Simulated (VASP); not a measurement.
Runs of VASP 6.6.1 on Sc. The structure is that of space group Fd-3m (No. 227), or close to it. The cells are those of the table. This isn't the form of Sc at room conditions, which is hcp.

```tsv
task	spin	cell	k mesh	cutoff (eV)	gap on the mesh (eV)	pressure (GPa)
single point	off	a = 4.241 Å, angles 60.0°, 2 atoms	10 × 10 × 10	520	none	0.1
single point	off	a = 4.352 Å, angles 60.0°, 2 atoms	10 × 10 × 10	520	none	(a)
single point	off	a = 4.065 Å, angles 60.0°, 2 atoms	10 × 10 × 10	520	none	0.9
single point	non-collinear, zero start, SOC	a = 4.241 Å, angles 60.0°, 2 atoms	9 × 9 × 9	520	-	0.1
single point	off	a = 4.405 Å, angles 60.0°, 2 atoms	10 × 10 × 10	520	none	-1.2
single point	off	a = 4.241 Å, angles 60.0°, 2 atoms	9 × 9 × 9	520	none	0.1
single point	off	a = 4.125 Å, angles 60.0°, 2 atoms	10 × 10 × 10	520	none	0.6
single point	off	a = 4.184 Å, angles 60.0°, 2 atoms	10 × 10 × 10	520	none	0.3
relaxation of cell and atoms	off	relaxed from a = 4.570 Å, angles 60.0°, 2 atoms	9 × 9 × 9	600	none	0.0
single point	off	a = 4.297 Å, angles 60.0°, 2 atoms	10 × 10 × 10	520	none	(b)
single point	off	a = 4.241 Å, angles 60.0°, 2 atoms	15 × 15 × 15	520	none	0.0
```

Alike in all rows: level LDA; potentials or basis VASP PAW LDA potentials, release 64 (Sc_sv); smearing fermi-dirac 0.1 eV.

**Question.** Fill in the values left out.

**Answer.** (a) -0.8; (b) -0.3.

A gap of «none» marks levels without a gap at the run's occupations.
